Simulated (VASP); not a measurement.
The system is NdZrS2.

```
Nd Zr S
1.0
     4.71610    0.00000    0.00000
    -2.35805    4.08426    0.00000
     0.00000    0.00000    5.83805
Nd Zr S
1 1 2
Direct
  0.00000 0.00000 0.50000
  0.00000 0.00000 0.00000
  0.33333 0.66667 0.50000
  0.66667 0.33333 0.50000
```

The cell was generated, and may not be a known phase.

| Item | Value |
| --- | --- |
| Program | VASP 6.6.1 |
| Task | relaxation of cell and atoms |
| Functional | PBE |
| Potentials or basis | VASP PAW PBE potentials, release 64 (Nd_3, Zr_sv, S), 4f in core |
| Cutoff | 500 eV |
| k mesh | 5 × 5 × 4 |
| Occupations | gaussian, width 0.2 eV |
| Spin | no spin polarisation |

At the start: pressure 7.6 GPa; volume 28.11 Å³/atom.

**Question.** Where does the relaxation end?

**Answer.** Over 5 steps the energy falls by 99.2 meV/atom and the volume is 31.84 Å³/atom (+13.3 %); space group P6/mmm (No. 191, to 0.1 Å) before and after.

Step by step:
| step | energy change (eV) | largest force (eV/Å) | pressure (GPa) | volume (Å³) |
| --- | --- | --- | --- | --- |
| 1 | 0.0000 | 0.0000 | 7.57 | 112.45 |
| 2 | -0.3211 | 0.0000 | -2.53 | 135.30 |
| 3 | -0.3951 | 0.0000 | -0.12 | 127.49 |
| 4 | -0.3950 | 0.0000 | -0.23 | 127.81 |
| 5 | -0.3968 | 0.0000 | -0.18 | 127.37 |

Final structure:
```cif
data_structure
_symmetry_space_group_name_H-M 'P 1'
_symmetry_Int_Tables_number 1
_cell_length_a 4.9980
_cell_length_b 4.9980
_cell_length_c 5.8874
_cell_angle_alpha 90.000
_cell_angle_beta 90.000
_cell_angle_gamma 120.000
_cell_volume 127.37
loop_
_atom_site_label
_atom_site_type_symbol
_atom_site_fract_x
_atom_site_fract_y
_atom_site_fract_z
_atom_site_occupancy
Nd1 Nd 0.00000 0.00000 0.50000 1
Zr1 Zr 0.00000 0.00000 0.00000 1
S1 S 0.33333 0.66667 0.50000 1
S2 S 0.66667 0.33333 0.50000 1
```

Caveat: the highest band is partly filled, so the run has too few bands; an odd number of electrons without spin polarisation forces a metal; a magnetic or distorted state may lie lower; the run has no spin polarisation, though such a crystal can be magnetic.
